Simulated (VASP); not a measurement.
Input of a VASP 6.6.1 run:

Contents of INCAR:

```
PREC = Accurate
ENCUT = 520
EDIFF = 1E-7
ISMEAR = 0
SIGMA = 0.017
LREAL = False
LASPH = True
NELM = 80
ALGO = Normal
ISIF = 2
LWAVE = False
LCHARG = True
GGA = PE
LELF = True
LVHAR = True
NBANDS = 17
```

Contents of KPOINTS:

```
regular mesh
0
Gamma
  7 7 7
```

Contents of POSCAR:

```
PbSe
1.0
    3.7843220000      0.0000000000      0.0000000000
    0.0000000000      3.7843220000      0.0000000000
    0.0000000000      0.0000000000      3.7843220000
Pb Se
1 1
Direct
    0.0000000000      0.0000000000      0.0000000000
    0.5000000000      0.5000000000      0.5000000000
```

Potentials or basis: VASP PAW PBE potentials, release 64 (Pb_d, Se).

The run is started by

```sh
$ cat potpaw_PBE.64/Pb_d/POTCAR potpaw_PBE.64/Se/POTCAR > POTCAR
$ mpirun -np 1 vasp_std > vasp.out
```

(1) Predict the band gap on the k mesh.

(2) Predict the pressure.

Answers

(1) zero (band 10 reaches 5.29 eV, above the bottom of band 11 at 5.19 eV).

(2) -0.2 GPa.

Caveat: spin-orbit coupling is left out, which moves the levels of the heavy elements.
